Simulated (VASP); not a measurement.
Here is a VASP 6.6.1 calculation.

File INCAR:

```
SYSTEM = CoSi
ALGO     = Normal         ! electronic algorithm
EDIFF    = 1E-6           ! SCF threshold, eV
ENCUT    = 520            ! plane-wave cutoff, eV
GGA      = PE             ! functional
ISIF     = 2              ! what is computed and relaxed
ISMEAR   = 0              ! smearing method
ISPIN    = 2              ! spin polarisation
LASPH    = .True.         ! aspherical terms in the spheres
LCHARG   = .True.         ! write CHGCAR
LELF     = .True.         ! ELF
LMAXMIX  = 4              ! l up to which the mixer works
LORBIT   = 11             ! projections on sites
LREAL    = .False.        ! projectors in reciprocal space
LVHAR    = .True.       
LWAVE    = .False.        ! write WAVECAR
MAGMOM   = 0 0 0 0 0 0 0 0 ! initial moments
NBANDS   = 40             ! bands
NELM     = 150            ! most SCF steps
PREC     = Accurate       ! precision mode
SIGMA    = 0.05           ! smearing width, eV
```

KPOINTS

```
k-points
0
Gamma
  8 8 8
  0 0 0
```

File POSCAR:

```
CoSi
1.0
    4.2039764366      0.0000000000      0.0000000000
    0.0000000000      4.2039764366      0.0000000000
    0.0000000000      0.0000000000      4.2039764366
Co Si
4 4
Direct
    0.1400000000      0.1400000000      0.1400000000
    0.3600000000      0.8600000000      0.6400000000
    0.6400000000      0.3600000000      0.8600000000
    0.8600000000      0.6400000000      0.3600000000
    0.8430000000      0.8430000000      0.8430000000
    0.6570000000      0.1570000000      0.3430000000
    0.3430000000      0.6570000000      0.1570000000
    0.1570000000      0.3430000000      0.6570000000
```

Potentials or basis: VASP PAW PBE potentials, release 64 (Co, Si).

Run with:

```console
$ cat potpaw_PBE.64/Co/POTCAR potpaw_PBE.64/Si/POTCAR > POTCAR
$ mpirun -np 1 vasp_std > vasp.out
```

Task: What does it give for the band gap on the k mesh?

Result: Zero (filled and empty bands overlap).

Task: Predict the pressure.

Result: 51.8 GPa.

Task: Estimate the net moment.

Result: 0.00 μB per cell.

Task: What does it give for the largest force?

Result: 1.011 eV/Å.

Forces on the atoms (eV/Å):
```
Co   0.584  0.584  0.584
Co  -0.584 -0.584  0.584
Co   0.584 -0.584 -0.584
Co  -0.584  0.584 -0.584
Si   0.128  0.128  0.128
Si  -0.128 -0.128  0.128
Si   0.128 -0.128 -0.128
Si  -0.128  0.128 -0.128
```

Caveat: the cell stands under pressure; no moment was typed at the start, so none could form; forces of over 1 eV/Å act on the atoms, so gaps and moduli don't describe the material at rest.
